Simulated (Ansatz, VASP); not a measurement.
**Two plane-wave programs on NaH**

```
Na H
1.0
     0.00000    2.39751    2.39751
     2.39751    0.00000    2.39751
     2.39751    2.39751    0.00000
Na H
1 1
Direct
  0.00000 0.00000 0.00000
  0.50000 0.50000 0.50000
```

Alike in both runs: task single point; functional PBE; k mesh 6 × 6 × 6; no spin polarisation.

```csv
,VASP,Ansatz
version,VASP 6.6.1,Ansatz 0.2.0
potentials or method,"VASP PAW PBE potentials, release 64 (Na_pv, H)",plane waves
plane-wave cutoff (eV),500,420
occupations,"gaussian, width 0.01 eV",fixed
valence electrons in the cell,8,10
```

Ansatz gave:

| Property | Result |
| --- | --- |
| gap on the k mesh at the Fermi level (eV) | 3.85 |
| pressure (GPa) | 0.6 |

What did VASP give for the same quantities?

gap on the k mesh at the Fermi level (eV): 3.85; pressure (GPa): 0.5.

VASP's potentials hold 8 valence electrons a cell and Ansatz's 10, so a difference there can come from the potentials and not from the codes.
